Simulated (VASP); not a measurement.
Write the native input for VASP 6.6.1 that does the following.

```yaml
Task: single point
Functional: PBE
Potentials_or_basis: VASP PAW PBE potentials, release 64 (K_sv, Sc_sv, Si)
Cutoff: 520 eV
k_mesh: 6 × 6 × 8
Occupations: gaussian, width 0.1 eV
Spin: no spin polarisation
Dipole_correction: no
Further_INCAR_settings: ALGO = Normal; EDIFF = 1e-06; NBANDS = 29
```

The structure of K3ScSi lies in POSCAR:

```
K3ScSi
1.0
    7.3637354038      0.0000000000      0.0000000000
   -3.6818677019      6.3771819264      0.0000000000
    0.0000000000      0.0000000000      5.1807490520
K Sc Si
3 1 1
Direct
    0.5000000000      0.0000000000      0.0000000000
    0.0000000000      0.5000000000      0.0000000000
    0.5000000000      0.5000000000      0.0000000000
    0.0000000000      0.0000000000      0.5000000000
    0.0000000000      0.0000000000      0.0000000000
```

The input as run:

INCAR

```
  PREC = Accurate
  ENCUT = 520
  EDIFF = 1E-6
  ISMEAR = 0
  SIGMA = 0.1
  LREAL = False
  LASPH = True
  NELM = 100
  ALGO = Normal
  ISIF = 2
  LWAVE = False
  LCHARG = False
  GGA = PE
  NBANDS = 29
```

KPOINTS

```
regular mesh
0
Gamma
  6 6 8
```

Potentials or basis: VASP PAW PBE potentials, release 64 (K_sv, Sc_sv, Si).

Launch:

```bash
$ cat potpaw_PBE.64/K_sv/POTCAR potpaw_PBE.64/Sc_sv/POTCAR potpaw_PBE.64/Si/POTCAR > POTCAR
$ mpirun -np 1 vasp_std > vasp.out
```

Results of the run:

```
Pressure               : 0.0 GPa
Band gap on the k mesh : zero (band 21 reaches 0.95 eV, above the bottom of band 22 at 0.82 eV)
```

Run time: 2.8 min on 1 thread of Intel(R) Xeon(R) 6975P-C (Granite Rapids) (shared host), peak memory 0.49 GiB.
